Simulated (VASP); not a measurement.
Write the native input for VASP 6.6.1 that does the following.

| Property | Result |
| --- | --- |
| Task | single point |
| Functional | LDA |
| Potentials or basis | VASP PAW LDA potentials, release 64 (Al, N) |
| Cutoff | 520 eV |
| k mesh | 8 × 6 × 4 |
| Occupations | gaussian, width 0.05 eV |
| Spin | no spin polarisation |
| Dipole correction | no |
| Further INCAR settings | ALGO = Normal; EDIFF = 1e-07; NBANDS = 26 |

The structure of AlN lies in POSCAR:

```
AlN
1.0
   -1.6378403119      2.8368226349      0.0000000000
    0.0000000000      0.0000000000      4.1006264518
    4.9135209358      2.8368226349      0.0000000000
Al N
4 4
Direct
    0.5946368207      0.7500000000      0.0720298460
    1.0000000000      0.7500000000      0.6666666667
    0.0000000000      0.2500000000      0.3333333333
    0.5000000000      0.2500000000      0.8333333333
    0.5000000000      0.2500000000      0.1666666667
    1.0000000000      0.2500000000      0.6666666667
    0.0000000000      0.7500000000      0.3333333333
    0.5000000000      0.7500000000      0.8333333333
```

This cell differs from its parent crystal: atom 1 (Al) moved by -0.620 Å along [1 0 0] and +0.000 Å along [1 2 0].

The input as run:

INCAR

```
SYSTEM = AlN
ALGO     = Normal         ! electronic algorithm
EDIFF    = 1E-7           ! SCF threshold, eV
ENCUT    = 520            ! plane-wave cutoff, eV
ISIF     = 2              ! what is computed and relaxed
ISMEAR   = 0              ! smearing method
LASPH    = .True.         ! aspherical terms in the spheres
LCHARG   = .False.        ! write CHGCAR
LREAL    = .False.        ! projectors in reciprocal space
LWAVE    = .False.        ! write WAVECAR
NBANDS   = 26             ! bands
NELM     = 100            ! most SCF steps
PREC     = Accurate       ! precision mode
SIGMA    = 0.05           ! smearing width, eV
```

KPOINTS

```
k-points
0
Gamma
  8 6 4
  0 0 0
```

Potentials or basis: VASP PAW LDA potentials, release 64 (Al, N).

Launch:

```sh
$ cat potpaw_LDA.64/Al/POTCAR potpaw_LDA.64/N/POTCAR > POTCAR
$ mpirun -np 1 vasp_std > vasp.out
```

It gave:

```yaml
Pressure: 21.9 GPa
Largest_force: 29.784 eV/Å
Band_gap_on_the_k_mesh: 1.67 eV (least direct gap 1.74 eV)
```

Caveat: the cell differs from its parent crystal (atom 1 (Al) moved by -0.620 Å along [1 0 0] and +0.000 Å along [1 2 0]); the cell stands under pressure; forces of over 1 eV/Å act on the atoms, so gaps and moduli don't describe the material at rest.

Run time: 80 s on 1 thread of Intel(R) Xeon(R) Platinum 8488C (Sapphire Rapids), on a shared host, peak memory 0.22 GiB.
